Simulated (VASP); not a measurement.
Input of a VASP 6.6.1 run:

The input POSCAR:

```
CuO
1.0
    2.0491438694     -2.0443954742      0.1587636504
    2.0491438694      2.0443954742      0.1587636504
   -0.4008893320      0.0000000000      5.1180268575
Cu O
2 2
Direct
    0.5000000000      0.0000000000      0.5000000000
    0.0000000000      0.5000000000      0.0000000000
    0.4997559729      0.5002440271      0.7500000000
    0.5002440271      0.4997559729      0.2500000000
```

INCAR.step1

```
  PREC = Accurate
  ENCUT = 520
  ISMEAR = -1
  SIGMA = 0.05
  LREAL = F
  LASPH = T
  NELM = 150
  LMAXMIX = 4
  LDAU = T
  LDAUTYPE = 2
  LDAUL = 2 -1
  LDAUU = 2 0
  LDAUJ = 0 0
  NBANDS = 25
  GGA = PE
  ALGO = Normal
  EDIFF = 1E-4
  LWAVE = T
  LCHARG = F
```

Contents of INCAR.step2:

```
  PREC = Accurate
  ENCUT = 520
  EDIFF = 1E-7
  ISMEAR = -1
  SIGMA = 0.05
  LREAL = F
  LASPH = T
  NELM = 150
  ALGO = Normal
  ISIF = 2
  LWAVE = F
  LCHARG = F
  LMAXMIX = 4
  LDAU = T
  LDAUTYPE = 2
  LDAUL = 2 -1
  LDAUU = 2 0
  LDAUJ = 0 0
  LDAUPRINT = 1
  METAGGA = R2SCAN
  LMIXTAU = T
  NBANDS = 25
  ISTART = 1
```

File KPOINTS:

```
Automatic mesh
0
Gamma
  10 10 5
```

Potentials or basis: VASP PAW PBE potentials, release 64 (Cu, O).

The run is started by

```console
$ cat potpaw_PBE.64/Cu/POTCAR potpaw_PBE.64/O/POTCAR > POTCAR
$ cp INCAR.step1 INCAR
$ mpirun -np 1 vasp_std > vasp.out
$ cp INCAR.step2 INCAR
$ mpirun -np 1 vasp_std > vasp.out
```

Q: What does it give for the band gap on the k mesh?

A: Zero (bands 17 and 18 overlap by 0.97 eV).

Q: What does it give for the pressure?

A: -1.1 GPa.

Stress tensor (GPa, compression positive):
```
-1.08  0.00  0.02
 0.00 -1.05  0.00
 0.02  0.00 -1.26
```

Caveat: the PAW data sets were made with another functional, which shifts forces and pressure a little; U without spin polarisation on a metal has little footing.
